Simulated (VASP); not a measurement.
Runs of VASP 6.6.1 on AlRu. The structure is that of space group Pm-3m (No. 221), or close to it. The cells are those of the table. 

```tsv
cell	further INCAR settings	gap on the mesh (eV)	pressure (GPa)
a = 2.992, b = 2.992, c = 2.932 Å, 2 atoms	ALGO = Fast; EDIFF = 1e-06; NBANDS = 16	none	(c)
a = 2.992, b = 2.992, c = 2.902 Å, 2 atoms	ALGO = Fast; EDIFF = 1e-07; NBANDS = 16	none	(a)
a = 2.992, b = 2.992, c = 3.111 Å, 2 atoms	ALGO = Fast; EDIFF = 1e-06; NBANDS = 16	none	-5.0
a = 2.992, b = 2.992, c = 2.872 Å, 2 atoms	ALGO = Fast; EDIFF = 1e-06; NBANDS = 16	none	12.4
a = 2.992, b = 2.992, c = 3.051 Å, 2 atoms	ALGO = Fast; EDIFF = 1e-06; NBANDS = 16	none	(b)
a = 2.992, b = 2.992, c = 3.022 Å, 2 atoms	ALGO = Fast; EDIFF = 1e-06; NBANDS = 16	none	0.5
a = 2.992, b = 2.992, c = 2.962 Å, 2 atoms	ALGO = Fast; EDIFF = 1e-07; NBANDS = 16	none	4.8
a = 2.992, b = 2.992, c = 3.096 Å, 2 atoms	ALGO = Fast; EDIFF = 1e-06; NBANDS = 16	none	-4.2
```

Alike in all rows: task single point; level PBE; potentials or basis VASP PAW PBE potentials, release 64 (Al, Ru_pv); no spin polarisation; k mesh 16 × 16 × 16; cutoff (eV) 520; smearing gaussian 0.15 eV.

Estimate the missing entries.

(a) 9.7; (b) -1.5; (c) 7.2.

A k mesh can miss the band edges, and the runs leave out spin-orbit coupling on Ru.

A gap of «none» marks levels without a gap at the run's occupations.
